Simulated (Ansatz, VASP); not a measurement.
## Sn: VASP beside Ansatz

```
Sn
1.0
    -2.94014    2.94014    1.59930
     2.94014   -2.94014    1.59930
     2.94014    2.94014   -1.59930
Sn
2
Cartesian
  0.0000 0.0000 0.0000
  0.0000 2.9401 0.7997
```

Alike in both runs: task single point; functional PBE; k mesh 9 × 9 × 9; occupations gaussian, width 0.027 eV; no spin polarisation.

```csv
,VASP,Ansatz
version,VASP 6.6.1,Ansatz 0.2.0
potentials or method,"VASP PAW PBE potentials, release 64 (Sn_d), cutoff 520 eV","all-electron LAPW, scalar-relativistic"
```

Ansatz gave:

* gap on the k mesh at the Fermi level (eV): none
* pressure (GPa): 1.4
* traceless stress, the component that is largest in VASP (GPa): -0.20

Question: What did VASP give for the same quantities?

Answer: gap on the k mesh at the Fermi level (eV): none; pressure (GPa): 1.4; traceless stress, the component that is largest in VASP (GPa): -0.19.

A gap of «none» marks a metal or a gap that the smearing closes. Ansatz ran all-electron here, and VASP with PAW potentials.
